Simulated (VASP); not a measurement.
# TaRu (P4/mmm) in VASP: a series of runs, part 3 of 3

VASP 6.6.1. Earlier steps stand in the parts before.

### Step 5. Electric field gradients, LDA (equal xx and yy strain of +1 %)

Contents of INCAR:

```
ALGO = Normal ; EDIFF = 1E-8
ENCUT = 520 ; GGA = CA
ISIF = 2 ; ISMEAR = -1
LASPH = True ; LCHARG = False
LEFG = True ; LREAL = False
LWAVE = False ; NBANDS = 20
NELM = 100 ; PREC = Accurate
SIGMA = 0.05
```

Contents of KPOINTS:

```
k-points
0
Gamma
  11 11 10
```

Contents of POSCAR:

```
TaRu
1.0
    3.0835300000      0.0000000000      0.0000000000
    0.0000000000      3.0835300000      0.0000000000
    0.0000000000      0.0000000000      3.3890000000
Ta Ru
1 1
Direct
    0.5000000000      0.5000000000      0.5000000000
    0.0000000000      0.0000000000      0.0000000000
```

Potentials or basis: VASP PAW LDA potentials, release 64 (Ta_pv, Ru_pv).

Started as:

```console
$ cat potpaw_LDA.64/Ta_pv/POTCAR potpaw_LDA.64/Ru_pv/POTCAR > POTCAR
$ mpirun -np 1 vasp_std > vasp.out
```

OUTCAR:

```text
EDIFF = 1E-8
   ENCUT = 520
   GGA = CA
   ISIF = 2
   ISMEAR = -1
   LASPH = True
   LREAL = False
   NELM = 100
   PREC = Accurate

 ion  position               nearest neighbor table
   1  0.500  0.500  0.500-   2 2.76   2 2.76   2 2.76   2 2.76   2 2.76   2 2.76   2 2.76   2 2.76

   2  0.000  0.000  0.000-   1 2.76   1 2.76   1 2.76   1 2.76   1 2.76   1 2.76   1 2.76   1 2.76

  LATTYP: Found a simple tetragonal cell.
 ALAT       =     3.0835300000
 C/A-ratio  =     1.0990650326

  Lattice vectors:

 A1 = (   3.0835300000,   0.0000000000,   0.0000000000)
 A2 = (   0.0000000000,   3.0835300000,   0.0000000000)
 A3 = (   0.0000000000,   0.0000000000,   3.3890000000)

Analysis of symmetry for initial positions (statically):
=====================================================================
 Subroutine PRICEL returns:
 Original cell was already a primitive cell.

 Routine SETGRP: Setting up the symmetry group for a
 simple tetragonal supercell.

 Subroutine GETGRP returns: Found 16 space group operations
 (whereof 16 operations were pure point group operations)
 out of a pool of 16 trial point group operations.

The static configuration has the point symmetry D_4h.

Analysis of symmetry for dynamics (positions and initial velocities):
=====================================================================
 Subroutine PRICEL returns:
 Original cell was already a primitive cell.

 Routine SETGRP: Setting up the symmetry group for a
 simple tetragonal supercell.

 Subroutine GETGRP returns: Found 16 space group operations
 (whereof 16 operations were pure point group operations)
[... 158 lines left out ...]
  band No.  band energies     occupation
      1     -33.7475      2.00000
      2     -33.7193      2.00000
      3     -33.7193      2.00000
      4     -25.7386      2.00000
      5     -25.6192      2.00000
      6     -25.6192      2.00000
[... 541 lines left out ...]
     19      18.0036      0.00000
     20      19.1834      0.00000

 [... further k-points ...]

------------------------ aborting loop because EDIFF is reached ----------------------------------------

  FORCE on cell =-STRESS in cart. coord.  units (eV):
  Direction    XX          YY          ZZ          XY          YZ          ZX
  --------------------------------------------------------------------------------------
  -------------------------------------------------------------------------------------
  Total       -3.0405255     -3.0405255     -2.5571484      0.0000000      0.0000000     -0.0000000
  in kB     -151.1789446   -151.1789446   -127.1447967      0.0000000      0.0000000     -0.0000000
  external PRESSURE =    -143.1675619 kB  Pullay stress =       0.0000000 kB

 VOLUME and BASIS-vectors are now :
 -----------------------------------------------------------------------------
  energy-cutoff  :      520.00
  volume of cell :       32.22
      direct lattice vectors                 reciprocal lattice vectors
     3.083530000  0.000000000  0.000000000     0.324303639  0.000000000  0.000000000
     0.000000000  3.083530000  0.000000000     0.000000000  0.324303639  0.000000000
     0.000000000  0.000000000  3.389000000     0.000000000  0.000000000  0.295072293

 POSITION                                       TOTAL-FORCE (eV/Angst)
 -----------------------------------------------------------------------------------
      1.54177      1.54177      1.69450         0.000000      0.000000      0.000000
      0.00000      0.00000      0.00000         0.000000      0.000000      0.000000
 -----------------------------------------------------------------------------------
    total drift:                                0.000000      0.000000     -0.000000

  FREE ENERGIE OF THE ION-ELECTRON SYSTEM (eV)
  ---------------------------------------------------
  free  energy   TOTEN  =       -23.9861848072 eV

  energy  without entropy=      -23.9659063764  energy(sigma->0) =      -23.97604559

 Electric field gradients (V/A^2)
---------------------------------------------------------------------
 ion       V_xx      V_yy      V_zz      V_xy      V_xz      V_yz
---------------------------------------------------------------------
   1      -5.634    -5.634    11.268     0.000    -0.000    -0.000
   2      -9.401    -9.401    18.803     0.000     0.000    -0.000
---------------------------------------------------------------------

 Electric field gradients after diagonalization (V/A^2)
 (convention: |V_zz| > |V_xx| > |V_yy|)
----------------------------------------------------------------------
 ion       V_xx      V_yy      V_zz     asymmetry (V_yy - V_xx)/ V_zz
----------------------------------------------------------------------
   1      -5.634    -5.634    11.268       0.000
   2      -9.401    -9.401    18.803       0.000
----------------------------------------------------------------------

           NMR quadrupolar parameters

 Cq : quadrupolar parameter    Cq=e*Q*V_zz/h
 eta: asymmetry parameters     (V_yy - V_xx)/ V_zz
 Q  : nuclear electric quadrupole moment in mb (millibarn)
----------------------------------------------------------------------
 ion       Cq(MHz)       eta       Q (mb)
----------------------------------------------------------------------
   1       0.027       0.000       1.000
   2       0.045       0.000       1.000
----------------------------------------------------------------------
```

OSZICAR:

```text
N       E                     dE             d eps       ncg     rms          rms(c)
DAV:   1     0.228355960213E+03    0.22836E+03   -0.14162E+04  5048   0.128E+03
DAV:   2    -0.196487691027E+02   -0.24800E+03   -0.24249E+03  5516   0.396E+02
DAV:   3    -0.252467446164E+02   -0.55980E+01   -0.55423E+01  5932   0.613E+01
DAV:   4    -0.252901284083E+02   -0.43384E-01   -0.43305E-01  5996   0.539E+00
DAV:   5    -0.252908418540E+02   -0.71345E-03   -0.71274E-03  6068   0.610E-01    0.172E+01
DAV:   6    -0.242226768502E+02    0.10682E+01   -0.15363E+00  5732   0.109E+01    0.680E+00
DAV:   7    -0.240470275062E+02    0.17565E+00   -0.91579E-01  5668   0.571E+00    0.209E+00
DAV:   8    -0.239919236151E+02    0.55104E-01   -0.33654E-01  5716   0.324E+00    0.623E-01
DAV:   9    -0.239864908686E+02    0.54327E-02   -0.84974E-03  5900   0.812E-01    0.195E-01
DAV:  10    -0.239861821006E+02    0.30877E-03   -0.33102E-04  6532   0.156E-01    0.476E-02
DAV:  11    -0.239861854062E+02   -0.33056E-05   -0.16928E-05  6028   0.291E-02    0.149E-02
DAV:  12    -0.239861848986E+02    0.50761E-06   -0.52416E-06  5828   0.125E-02    0.574E-03
DAV:  13    -0.239861848089E+02    0.89733E-07   -0.18275E-07  6084   0.395E-03    0.413E-04
DAV:  14    -0.239861848072E+02    0.17221E-08   -0.69262E-09  3844   0.603E-04
   1 F= -.23986185E+02 E0= -.23976046E+02  d E =-.202784E-01
```

Wall time 39 s (1 thread of Intel Xeon Platinum 8375C at 2.90GHz (Ice Lake), shared host); peak memory 0.19 GiB.

What came out:

```
Free energy : -23.9862 eV
Pressure    : -14.3 GPa
```

Levels at points of the mesh, in eV from the Fermi level:
| k point | band 9 | band 10 | band 11 | band 12 | band 13 | band 14 | band 15 | band 16 |
| --- | --- | --- | --- | --- | --- | --- | --- | --- |
| (0.00, 0.00, 0.00) | -5.53 | -2.32 | -2.32 | -1.56 | 0.46 | 1.66 | 4.14 | 4.26 |
| (0.00, 0.00, 0.50) | -3.80 | -2.45 | -1.82 | -1.82 | -0.86 | 0.10 | 0.68 | 0.68 |

Electric field gradients, principal values (V/Å²):
| atom | least | middle | greatest (by size) |
| --- | --- | --- | --- |
| 1 Ta | -5.634 | -5.634 | 11.268 |
| 2 Ru | -9.401 | -9.401 | 18.803 |

Caveat: the cell differs from its parent crystal (equal xx and yy strain of +1 %); without QUAD_EFG the Cq values of the log hold for a quadrupole moment of 1 mb, not for the nuclei; spin-orbit coupling is left out, which moves the levels of the heavy elements.

### Step 6. Electric field gradients, LDA (zz strain of -2 %)

Contents of INCAR:

```
  PREC = Accurate
  ENCUT = 520
  EDIFF = 1E-8
  ISMEAR = -1
  SIGMA = 0.05
  LREAL = False
  LASPH = True
  NELM = 80
  ALGO = Normal
  ISIF = 2
  LWAVE = False
  LCHARG = False
  GGA = CA
  LEFG = True
  NBANDS = 20
```

Contents of KPOINTS:

```
Automatic mesh
0
Gamma
  11 11 10
```

Contents of POSCAR:

```
TaRu
1.0
    3.0530000000      0.0000000000      0.0000000000
    0.0000000000      3.0530000000      0.0000000000
    0.0000000000      0.0000000000      3.3212200000
Ta Ru
1 1
Direct
    0.5000000000      0.5000000000      0.5000000000
    0.0000000000      0.0000000000      0.0000000000
```

Potentials or basis: VASP PAW LDA potentials, release 64 (Ta_pv, Ru_pv).

Started as:

```console
$ cat potpaw_LDA.64/Ta_pv/POTCAR potpaw_LDA.64/Ru_pv/POTCAR > POTCAR
$ mpirun -np 1 vasp_std > vasp.out
```

OUTCAR:

```text
PREC = Accurate
   ENCUT = 520
   EDIFF = 1E-8
   ISMEAR = -1
   LREAL = False
   LASPH = True
   NELM = 80
   ISIF = 2
   GGA = CA

 ion  position               nearest neighbor table
   1  0.500  0.500  0.500-   2 2.72   2 2.72   2 2.72   2 2.72   2 2.72   2 2.72   2 2.72   2 2.72

   2  0.000  0.000  0.000-   1 2.72   1 2.72   1 2.72   1 2.72   1 2.72   1 2.72   1 2.72   1 2.72

  LATTYP: Found a simple tetragonal cell.
 ALAT       =     3.0530000000
 C/A-ratio  =     1.0878545693

  Lattice vectors:

 A1 = (   3.0530000000,   0.0000000000,   0.0000000000)
 A2 = (   0.0000000000,   3.0530000000,   0.0000000000)
 A3 = (   0.0000000000,   0.0000000000,   3.3212200000)

Analysis of symmetry for initial positions (statically):
=====================================================================
 Subroutine PRICEL returns:
 Original cell was already a primitive cell.

[... 743 lines left out ...]
  volume of cell :       30.96
      direct lattice vectors                 reciprocal lattice vectors
     3.053000000  0.000000000  0.000000000     0.327546675  0.000000000  0.000000000
     0.000000000  3.053000000  0.000000000     0.000000000  0.327546675  0.000000000
     0.000000000  0.000000000  3.321220000     0.000000000  0.000000000  0.301094176

 POSITION                                       TOTAL-FORCE (eV/Angst)
 -----------------------------------------------------------------------------------
      1.52650      1.52650      1.66061         0.000000      0.000000      0.000000
      0.00000      0.00000      0.00000         0.000000      0.000000      0.000000
 -----------------------------------------------------------------------------------
    total drift:                                0.000000      0.000000     -0.000000

  FREE ENERGIE OF THE ION-ELECTRON SYSTEM (eV)
  ---------------------------------------------------
  free  energy   TOTEN  =       -24.0580977481 eV

  energy  without entropy=      -24.0389109035  energy(sigma->0) =      -24.04850433

 Electric field gradients (V/A^2)
---------------------------------------------------------------------
 ion       V_xx      V_yy      V_zz      V_xy      V_xz      V_yz
---------------------------------------------------------------------
   1      -2.971    -2.971     5.942    -0.000     0.000     0.000
   2     -11.494   -11.494    22.987    -0.000     0.000     0.000
---------------------------------------------------------------------

 Electric field gradients after diagonalization (V/A^2)
 (convention: |V_zz| > |V_xx| > |V_yy|)
----------------------------------------------------------------------
 ion       V_xx      V_yy      V_zz     asymmetry (V_yy - V_xx)/ V_zz
----------------------------------------------------------------------
   1      -2.971    -2.971     5.942       0.000
   2     -11.494   -11.494    22.987       0.000
----------------------------------------------------------------------

           NMR quadrupolar parameters

 Cq : quadrupolar parameter    Cq=e*Q*V_zz/h
 eta: asymmetry parameters     (V_yy - V_xx)/ V_zz
 Q  : nuclear electric quadrupole moment in mb (millibarn)
----------------------------------------------------------------------
 ion       Cq(MHz)       eta       Q (mb)
----------------------------------------------------------------------
   1       0.014       0.000       1.000
   2       0.056       0.000       1.000
----------------------------------------------------------------------
```

OSZICAR:

```text
N       E                     dE             d eps       ncg     rms          rms(c)
DAV:   1     0.229860201294E+03    0.22986E+03   -0.14178E+04  5040   0.129E+03
DAV:   2    -0.194509133545E+02   -0.24931E+03   -0.24376E+03  5516   0.400E+02
DAV:   3    -0.252500943668E+02   -0.57992E+01   -0.57406E+01  5916   0.626E+01
DAV:   4    -0.252910931269E+02   -0.40999E-01   -0.40935E-01  6016   0.533E+00
DAV:   5    -0.252916689778E+02   -0.57585E-03   -0.57571E-03  6028   0.573E-01    0.187E+01
DAV:   6    -0.243021763834E+02    0.98949E+00   -0.15876E+00  5776   0.110E+01    0.757E+00
DAV:   7    -0.241822839092E+02    0.11989E+00   -0.13713E+00  5672   0.628E+00    0.326E+00
DAV:   8    -0.240633136419E+02    0.11897E+00   -0.67106E-01  5640   0.473E+00    0.627E-01
DAV:   9    -0.240583775528E+02    0.49361E-02   -0.11551E-02  5816   0.902E-01    0.202E-01
DAV:  10    -0.240580968899E+02    0.28066E-03   -0.33966E-04  6488   0.157E-01    0.521E-02
DAV:  11    -0.240580992731E+02   -0.23832E-05   -0.22991E-05  5792   0.320E-02    0.200E-02
DAV:  12    -0.240580978048E+02    0.14683E-05   -0.69408E-06  5872   0.151E-02    0.360E-03
DAV:  13    -0.240580977501E+02    0.54679E-07   -0.27519E-07  5988   0.419E-03    0.545E-04
DAV:  14    -0.240580977481E+02    0.19973E-08   -0.10414E-08  4000   0.884E-04
   1 F= -.24058098E+02 E0= -.24048504E+02  d E =-.191868E-01
```

It took 82 s on 1 thread of Intel Xeon Platinum 8259CL at 2.50GHz (Skylake/Cascade Lake), shared host; peak memory 0.19 GiB.

What came out:

```
Free energy : -24.0581 eV
Pressure    : -4.6 GPa
```

Levels at points of the mesh, in eV from the Fermi level:
```tsv
k point	band 10	band 11	band 12	band 13	band 14	band 15
(0.00, 0.00, 0.00)	-2.48	-2.48	-1.75	0.52	1.67	4.34
(0.00, 0.00, 0.50)	-2.63	-1.98	-1.98	-0.98	0.21	0.60
```

Electric field gradients, principal values (V/Å²):
```
atom    least   middle  greatest (by size)
1 Ta   -2.971   -2.971               5.942
2 Ru  -11.494  -11.494              22.987
```

Caveat: the cell differs from its parent crystal (zz strain of -2 %); without QUAD_EFG the Cq values of the log hold for a quadrupole moment of 1 mb, not for the nuclei; spin-orbit coupling is left out, which moves the levels of the heavy elements.

### Step 7. Overview

```csv
cell,gap on the mesh (eV),pressure (GPa)
"a = 3.113, b = 3.113, c = 3.455 Å, 2 atoms",none,-22.1
"a = 2.992, b = 2.992, c = 3.389 Å, 2 atoms",none,1.4
"a = 3.084, b = 3.084, c = 3.389 Å, 2 atoms",none,-14.3
"a = 3.053, b = 3.053, c = 3.321 Å, 2 atoms",none,-4.6
```

Alike in all rows: task electric field gradients; level LDA; potentials or basis VASP PAW LDA potentials, release 64 (Ta_pv, Ru_pv); no spin polarisation; k mesh 11 × 11 × 10; cutoff (eV) 520; smearing fermi-dirac 0.05 eV.

Caveats: spin-orbit coupling is left out, which moves the levels of the heavy elements.

Absolute energies hang on the potentials; compare differences alone.
